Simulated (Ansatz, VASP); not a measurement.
One calculation of P, two programs

```
P
1.0
     2.44632    0.00000    0.00000
     0.00000    2.44632    0.00000
     0.00000    0.00000    2.44632
P
1
Direct
  0.00000 0.00000 0.00000
```

Change from the starting cell: the structure that the rattled cell fell into.

Alike in both runs: task single point; functional PBE; k mesh 8 × 8 × 8; occupations gaussian, width 0.1 eV; no spin polarisation.

```csv
,VASP,Ansatz
version,VASP 6.6.1,Ansatz 0.2.0
potentials or method,"VASP PAW PBE potentials, release 64 (P), cutoff 520 eV","scalar-relativistic, plane waves, PAW"
valence electrons in the cell,5,5
```

Ansatz gave:

```
gap on the k mesh at the Fermi level (eV) : none
pressure (GPa)                            : -0.3
```

Task: What did VASP give for the same quantities?

Result: gap on the k mesh at the Fermi level (eV): none; pressure (GPa): -0.6.

A gap of «none» marks a metal or a gap that the smearing closes. With one functional, cell and mesh, what is left measures potentials, basis and numerics.
